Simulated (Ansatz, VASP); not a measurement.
## Hf in VASP and in Ansatz

```
Hf
1.0
     3.20482    0.00000    0.00000
    -1.60241    2.77545    0.00000
     0.00000    0.00000    4.66230
Hf
2
Direct
  0.33333 0.66667 0.25000
  0.66667 0.33333 0.75000
```

Alike in both runs: task single point; functional PBE; k mesh 18 × 18 × 10; occupations gaussian, width 0.15 eV; no spin polarisation.

|  | VASP | Ansatz |
| --- | --- | --- |
| version | VASP 6.6.1 | Ansatz 0.2.0 |
| potentials or method | VASP PAW PBE potentials, release 64 (Hf_pv), cutoff 500 eV | scalar-relativistic, plane waves, PAW |
| valence electrons in the cell | 20 | 52 |

|  | VASP | Ansatz | Ansatz less VASP |
| --- | --- | --- | --- |
| gap on the k mesh at the Fermi level (eV) | none | none | - |
| pressure (GPa) | 10.5 | 11.0 | +0.47 |
| traceless stress, the component that is largest in VASP (GPa) | 8.25 | 8.32 | +0.068 |

A gap of «none» marks a metal or a gap that the smearing closes. With one functional, cell and mesh, what is left measures potentials, basis and numerics. VASP's potentials hold 20 valence electrons a cell and Ansatz's 52, so a difference there can come from the potentials and not from the codes.

Spin-orbit coupling is off throughout.
